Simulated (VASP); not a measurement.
# HPt12 in VASP: single point with PBE+D3(BJ)

Aim: the single point of HPt12 with PBE+D3(BJ).

Program: VASP 6.6.1. These are calculated values, not measurements. Logs are shortened: lines on timing, memory, paths and dates and some standing lists are left out, and cuts for length are marked.

## 1. The cell of the first run

The cell holds a slab with vacuum, 13 atoms: a = 5.556 Å, b = 5.556 Å, c = 22.536 Å, α = 90.00°, β = 90.00°, γ = 120.00°.

## 2. Single point, PBE+D3(BJ), collinear spin

File INCAR:

```
SYSTEM = HPt12
  PREC = Accurate
  ENCUT = 520
  EDIFF = 1E-6
  ISMEAR = 0
  SIGMA = 0.1
  LREAL = .False.
  LASPH = .True.
  NELM = 150
  ALGO = Fast
  ISIF = 2
  LWAVE = .False.
  LCHARG = .False.
  ISPIN = 2
  MAGMOM = 0 0 0 0 0 0 0 0 0 0 0 0 1
  LORBIT = 11
  LMAXMIX = 4
  LDIPOL = .True.
  IDIPOL = 3
  DIPOL = 0.5 0.5 0.471
  GGA = PE
  IVDW = 12
  NBANDS = 76
```

File KPOINTS:

```
regular mesh
0
Gamma
  4 4 1
  0 0 0
```

File POSCAR:

```
HPt12
1.0
    5.5557316926      0.0000000000      0.0000000000
   -2.7778658463      4.8114047824      0.0000000000
    0.0000000000      0.0000000000     22.5362359316
Pt H
12 1
Direct
    0.3333333333      0.1666666667      0.3549838591
    0.3333333333      0.6666666667      0.3549838591
    0.8333333333      0.1666666667      0.3549838591
    0.8333333333      0.6666666667      0.3549838591
    0.6663322127      0.3326644255      0.4577928360
    0.6663322127      0.8336677873      0.4577928360
    0.1666666667      0.3333333333      0.4570761612
    0.1673355745      0.8336677873      0.4577928360
   -0.0001437585      0.5001437585      0.5589868580
   -0.0001437585     -0.0002875170      0.5589868580
    0.5002875170      0.5001437585      0.5589868580
    0.5000000000      0.0000000000      0.5639964871
    0.5000000000      0.0000000000      0.6328668695
```

Potentials or basis: VASP PAW PBE potentials, release 64 (Pt, H).

The run is started by

```bash
cat potpaw_PBE.64/Pt/POTCAR potpaw_PBE.64/H/POTCAR > POTCAR
mpirun -np 1 vasp_std > vasp.out
```

OUTCAR:

```text
SYSTEM = HPt12
   PREC = Accurate
   ENCUT = 520
   EDIFF = 1E-6
   ISMEAR = 0
   LREAL = .False.
   LASPH = .True.
   NELM = 150
   ISIF = 2
   ISPIN = 2
   LORBIT = 11
   GGA = PE
   IVDW = 12
 IVDW          = 12

 ion  position               nearest neighbor table
   1  0.333  0.167  0.355-   2 2.78   4 2.78   2 2.78   4 2.78   3 2.78   3 2.78   7 2.80   8 2.82
                             5 2.82
   2  0.333  0.667  0.355-   1 2.78   3 2.78   1 2.78   3 2.78   4 2.78   4 2.78   7 2.80   8 2.82
                             6 2.82
   3  0.833  0.167  0.355-   2 2.78   4 2.78   4 2.78   2 2.78   1 2.78   1 2.78   7 2.80   6 2.82
                             5 2.82
   4  0.833  0.667  0.355-   1 2.78   3 2.78   3 2.78   1 2.78   2 2.78   2 2.78   5 2.82   6 2.82
                             8 2.82
   5  0.666  0.333  0.458-   6 2.77   8 2.77   7 2.78   7 2.78   6 2.78   8 2.78  11 2.79   9 2.79
                             3 2.82   1 2.82   4 2.82  12 2.88
   6  0.666  0.834  0.458-   5 2.77   8 2.77   7 2.78   7 2.78   5 2.78   8 2.78  11 2.79  10 2.79
                             3 2.82   2 2.82   4 2.82  12 2.88
   7  0.167  0.333  0.457-   8 2.78   5 2.78   6 2.78   6 2.78   8 2.78   5 2.78  10 2.80  11 2.80
                             9 2.80   1 2.80   2 2.80   3 2.80
   8  0.167  0.834  0.458-   5 2.77   6 2.77   7 2.78   7 2.78   5 2.78   6 2.78  10 2.79   9 2.79
                             1 2.82   2 2.82   4 2.82  12 2.88
   9  1.000  0.500  0.559-  10 2.78  11 2.78  12 2.78  12 2.78  10 2.78  11 2.78   8 2.79   5 2.79
                             7 2.80
  10  1.000  1.000  0.559-   9 2.78  11 2.78  12 2.78  12 2.78   9 2.78  11 2.78   8 2.79   6 2.79
                             7 2.80
  11  0.500  0.500  0.559-  10 2.78   9 2.78  12 2.78  12 2.78  10 2.78   9 2.78   5 2.79   6 2.79
                             7 2.80
  12  0.500  0.000  0.564-  13 1.55  11 2.78   9 2.78   9 2.78  11 2.78  10 2.78  10 2.78   6 2.88
                             5 2.88   8 2.88
  13  0.500  0.000  0.633-  12 1.55

  LATTYP: Found a hexagonal cell.
 ALAT       =     5.5557316926
 C/A-ratio  =     4.0563938611

  Lattice vectors:

 A1 = (   5.5557316926,   0.0000000000,   0.0000000000)
 A2 = (  -2.7778658463,   4.8114047824,   0.0000000000)
 A3 = (   0.0000000000,   0.0000000000,  22.5362359316)

Analysis of symmetry for initial positions (statically):
=====================================================================
 Subroutine PRICEL returns:
 Original cell was already a primitive cell.

 Routine SETGRP: Setting up the symmetry group for a
 hexagonal supercell.

 Subroutine GETGRP returns: Found  6 space group operations
 (whereof  2 operations were pure point group operations)
 out of a pool of 24 trial point group operations.

The static configuration has the point symmetry C_1h.
 The point group associated with its full space group is C_3v.

Analysis of symmetry for dynamics (positions and initial velocities):
=====================================================================
 Subroutine PRICEL returns:
 Original cell was already a primitive cell.

 Routine SETGRP: Setting up the symmetry group for a
 hexagonal supercell.

 Subroutine GETGRP returns: Found  6 space group operations
 (whereof  2 operations were pure point group operations)
 out of a pool of 24 trial point group operations.

The dynamic configuration has the point symmetry C_1h.
 The point group associated with its full space group is C_3v.

Analysis of structural, dynamic, and magnetic symmetry:
=====================================================================
 Subroutine PRICEL returns:
 Original cell was already a primitive cell.

 Routine SETGRP: Setting up the symmetry group for a
 hexagonal supercell.

 Subroutine GETGRP returns: Found  6 space group operations
 (whereof  2 operations were pure point group operations)
 out of a pool of 24 trial point group operations.

The overall configuration has the point symmetry C_1h.
 The point group associated with its full space group is C_3v.

 Subroutine INISYM returns: Found  6 space group operations
 (whereof  2 operations are pure point group operations),
 and found     1 'primitive' translations

----------------------------------------------------------------------------------------

                                     Primitive cell

[... 103 lines left out ...]
   NUPDOWN=      -1.0000    fix difference up-down
   EMIN   =  10.00;   EMAX   =-10.00  energy-range for DOS
   EFERMI =   0.00;   METHOD = LEGACY
   ISMEAR =     0;   SIGMA  =   0.10  broadening in eV -4-tet -1-fermi 0-gaus
   EFERMI_NEDOS =   21; number of points for ismear=-14 and -15
   IALGO  =     68    algorithm
   IMIX   =      4    mixing-type and parameters
     AMIX     =   0.40;   BMIX     =  1.00
     AMIX_MAG =   1.60;   BMIX_MAG =  1.00
  volume/ion in A,a.u.               =      46.34       312.71
  Fermi-wavevector in a.u.,A,eV,Ry     =   0.958749  1.811774 12.506481  0.919200
  Thomas-Fermi vector in A             =   2.087884
   LORBIT       =     11    0 simple, 1 ext, 2 COOP (PROOUT), +10 PAW based schemes
   GGA     = PE    functional components
   LHFCALC =     F    Hartree Fock is set to
   AEXX    =    0.0000 exact exchange contribution
   IVDW    =    12    specifies the selected vdW correction
   LEPSILON=     F    determine dielectric tensor
   LRPA    =     F    only Hartree local field effects (RPA)
 spin polarized calculation
 RMM-DIIS sequential band-by-band and
 Gauss-broadening in eV      SIGMA  =   0.10
  energy-cutoff  :      520.00
  volume of cell :      602.41
 maximum number of plane-waves:     16253
 NGX is ok and might be reduce to    42
   NGX = 21   NGY = 21   NGZ = 83

 dipolmoment           0.000000      0.000000      0.210602 electrons x Angstroem

 number of electron     121.0000009 magnetization       0.0000380

 dipolmoment           0.000000      0.000000     -0.032073 electrons x Angstroem

 Free energy of the ion-electron system (eV)
  ---------------------------------------------------
  ext. energy  EPLUGINS =         0.00000000
  ---------------------------------------------------
  free energy    TOTEN  =       -71.98245639 eV

  energy without entropy =      -71.86434925  energy(sigma->0) =      -71.92340282

 E-fermi :  -0.5356     XC(G=0):  -4.9404

 val. band max:       -0.5733864784   @ k =   0.2500  -0.0000   0.0000
 cond. band min:      -0.5317350986   @ k =   0.2500  -0.0000   0.0000
 fundamental gap:      0.0416513798
 Fermi energy:        -0.5355542492

 spin component 1

 k-point     1 :       0.0000    0.0000    0.0000
  band No.  band energies     occupation
      1      -9.5916      1.00000
      2      -7.9455      1.00000
      3      -7.3830      1.00000
      4      -6.9844      1.00000
      5      -6.9148      1.00000
      6      -6.9148      1.00000
[... 289 lines left out ...]
     71       4.0259      0.00000
     72       4.1009      0.00000
 Fermi energy:        -0.5355542492

 spin component 2

 k-point     1 :       0.0000    0.0000    0.0000
  band No.  band energies     occupation
      1      -9.5916      1.00000
      2      -7.9455      1.00000
      3      -7.3830      1.00000
      4      -6.9844      1.00000
      5      -6.9148      1.00000
      6      -6.9148      1.00000
[... 289 lines left out ...]
     71       4.0259      0.00000
     72       4.1009      0.00000
 [bands above 72 left out]

------------------------ aborting loop because EDIFF is reached ----------------------------------------

 vacuum level on the upper side and lower side of the slab       (xc-potential included)        -0.230        -0.011

 Edisp (eV)   -6.20698

 E8    (eV) :    -2.9591

  FORCE on cell =-STRESS in cart. coord.  units (eV):
  Direction    XX          YY          ZZ          XY          YZ          ZX
  --------------------------------------------------------------------------------------
  -------------------------------------------------------------------------------------
  Total     -17.51562   -17.51562    -0.68230     0.00000    -0.00000     0.00000
  in kB     -46.58451   -46.58451    -1.81465     0.00000    -0.00000     0.00000
  external pressure =      -31.66 kB  Pullay stress =        0.00 kB

 VOLUME and BASIS-vectors are now :
 -----------------------------------------------------------------------------
  energy-cutoff  :      520.00
  volume of cell :      602.41
      direct lattice vectors                 reciprocal lattice vectors
     5.555731693  0.000000000  0.000000000     0.179994293  0.103919754  0.000000000
    -2.777865846  4.811404782  0.000000000     0.000000000  0.207839507  0.000000000
     0.000000000  0.000000000 22.536235932     0.000000000  0.000000000  0.044372982

 POSITION                                       TOTAL-FORCE (eV/Angst)
 -----------------------------------------------------------------------------------
      1.38893      0.80190      8.00000         0.050429     -0.029115      0.127084
     -0.00000      3.20760      8.00000         0.000000      0.058231      0.127084
      4.16680      0.80190      8.00000        -0.050429     -0.029115      0.127084
      2.77787      3.20760      8.00000        -0.000000     -0.000000     -0.241764
      2.77787      1.60058     10.31693        -0.000000      0.003419     -0.022554
      1.38615      4.01111     10.31693         0.002961     -0.001709     -0.022554
      0.00000      1.60380     10.30078        -0.000000     -0.000000      0.008850
     -1.38615      4.01111     10.31693        -0.002961     -0.001709     -0.022554
      4.16560      2.40639     12.59746         0.006706     -0.003871     -0.022716
      2.77787      4.81002     12.59746        -0.000000      0.007743     -0.022716
      1.39013      2.40639     12.59746        -0.006706     -0.003871     -0.022716
      2.77787      0.00000     12.71036        -0.000000     -0.000000     -0.032824
      2.77787      0.00000     14.26244        -0.000000     -0.000000      0.020295
 -----------------------------------------------------------------------------------
    total drift:                                0.000000     -0.000000      0.000038

  FREE ENERGIE OF THE ION-ELECTRON SYSTEM (eV)
  ---------------------------------------------------
  free  energy   TOTEN  =       -78.1894398892 eV

  energy  without entropy=      -78.0713327563  energy(sigma->0) =      -78.13038632

 vacuum level on the upper side and lower side of the slab         4.777         4.996

 total charge

# of ion       s       p       d       tot
------------------------------------------
    1        0.627   0.454   8.007   9.089
    2        0.627   0.454   8.007   9.089
    3        0.627   0.454   8.007   9.089
    4        0.631   0.445   8.022   9.098
    5        0.613   0.565   8.034   9.212
    6        0.613   0.565   8.034   9.212
    7        0.612   0.571   8.028   9.212
    8        0.613   0.565   8.034   9.212
    9        0.628   0.459   8.017   9.103
   10        0.628   0.459   8.017   9.103
   11        0.628   0.459   8.017   9.103
   12        0.698   0.603   8.010   9.311
   13        0.514   0.027   0.000   0.541
--------------------------------------------------
tot          8.058   6.082  96.233 110.373

 magnetization (x)

# of ion       s       p       d       tot
------------------------------------------
    1        0.000   0.000  -0.000  -0.000
    2        0.000   0.000  -0.000  -0.000
    3        0.000   0.000  -0.000  -0.000
    4        0.000   0.000  -0.000  -0.000
    5        0.000  -0.000   0.000   0.000
    6        0.000  -0.000   0.000   0.000
    7        0.000  -0.000   0.000   0.000
    8        0.000  -0.000   0.000   0.000
    9        0.000  -0.000   0.000   0.000
   10        0.000  -0.000   0.000   0.000
   11        0.000  -0.000   0.000   0.000
   12        0.000  -0.000  -0.000   0.000
   13        0.000  -0.000   0.000   0.000
--------------------------------------------------
tot          0.000  -0.000   0.000   0.000
```

It took 39 min on 1 thread of Oxide Virtual Turin-like, shared host; peak memory 0.95 GiB.

What came out:

```
Free energy                                           : -78.1894 eV
Largest force                                         : 0.242 eV/Å
Net moment                                            : 0.00 μB per cell
Valence electrons inside the program's atomic spheres : Pt 9.09, 9.10, 9.21, 9.31 (each value once); H 0.54
Dispersion energy per atom                            : -0.477 eV
```

Forces in eV/Å, atoms in the order of the input:
```
Pt   0.050 -0.029  0.127
Pt   0.000  0.058  0.127
Pt  -0.050 -0.029  0.127
Pt   0.000  0.000 -0.242
Pt   0.000  0.003 -0.023
Pt   0.003 -0.002 -0.023
Pt   0.000  0.000  0.009
Pt  -0.003 -0.002 -0.023
Pt   0.007 -0.004 -0.023
Pt   0.000  0.008 -0.023
Pt  -0.007 -0.004 -0.023
Pt   0.000  0.000 -0.033
H    0.000  0.000  0.020
```

Caveat: spin-orbit coupling is left out, which moves the levels of the heavy elements.
